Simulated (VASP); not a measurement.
LaSi2Os2, 5 atoms in the cell. The structure is tetragonal, space group I4/mmm (No. 139). The conventional cell has a = 4.184 Å, b = 4.184 Å, c = 10.024 Å, α = 90.00°, β = 90.00°, γ = 90.00°. Within 3.1 Å of Os (site symmetry -4m2) lie 4 Si at 2.38 Å and 4 Os at 2.96 Å. Si (site symmetry 4mm) has 4 Os at 2.38 Å and 1 Si at 2.73 Å within 3.1 Å. La (site symmetry 4/mmm) has 10 Si at 3.26 to 3.65 Å and 8 Os at 3.26 Å and 4 La at 4.18 Å within 4.3 Å. 

```yaml
Program: VASP 6.6.1
Task: single point
Functional: r2SCAN
Potentials_or_basis: VASP PAW PBE potentials, release 64 (Os, Si, La)
Cutoff: 520 eV
k_mesh: 6 × 6 × 6
Occupations: gaussian, width 0.0408 eV
Spin: no spin polarisation
Dipole_correction: no
Further_INCAR_settings: ALGO = Normal; EDIFF = 1e-06; NBANDS = 26
```

Potentials or basis: VASP PAW PBE potentials, release 64 (Os, Si, La).

The run is started by

```sh
$ cat potpaw_PBE.64/Os/POTCAR potpaw_PBE.64/Si/POTCAR potpaw_PBE.64/La/POTCAR > POTCAR
$ cp INCAR.step1 INCAR
$ mpirun -np 1 vasp_std > vasp.out
$ cp INCAR.step2 INCAR
$ mpirun -np 1 vasp_std > vasp.out
```

Hardware: 1 thread of Intel(R) Xeon(R) 6975P-C (Granite Rapids) (shared host).

**Question.** Estimate the wall time of this run.

**Answer.** Wall time 2.2 min on 1 thread of Intel(R) Xeon(R) 6975P-C (Granite Rapids), on a shared host, peak memory 0.28 GiB. Counts: k points 30.
